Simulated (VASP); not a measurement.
Here is a VASP 6.6.1 calculation.

INCAR

```
ALGO = Normal ; EDIFF = 1E-6
ENCUT = 520 ; GGA = PS
ISIF = 2 ; ISMEAR = 0
LASPH = T ; LCHARG = T
LELF = T ; LREAL = F
LVHAR = T ; LWAVE = F
NBANDS = 15 ; NELM = 100
PREC = Accurate ; SIGMA = 0.01
```

KPOINTS

```
k-points
0
Gamma
  6 6 6
```

Contents of POSCAR:

```
BaTe
1.0
    3.4366577597      3.4366577597      0.0000000000
   -3.4366577597      3.4366577597      0.0000000000
    0.0000000000      3.4366577597      3.4921997033
Ba Te
1 1
Direct
    0.0000000000      0.0000000000      0.0000000000
    0.5000000000      0.5000000000      0.0000000000
```

Potentials or basis: VASP PAW PBE potentials, release 64 (Ba_sv, Te).

Launch:

```sh
$ cat potpaw_PBE.64/Ba_sv/POTCAR potpaw_PBE.64/Te/POTCAR > POTCAR
$ mpirun -np 1 vasp_std > vasp.out
```

(1) Predict the band gap on the k mesh.

(2) What does it give for the pressure?

Results:

(1) 1.32 eV, indirect (least direct gap 1.70 eV).

(2) 0.9 GPa.

Caveat: the cell differs from its parent crystal (in-plane strain -0.01); the PAW data sets were made with another functional, which shifts forces and pressure a little; spin-orbit coupling is left out, which moves the levels of the heavy elements.
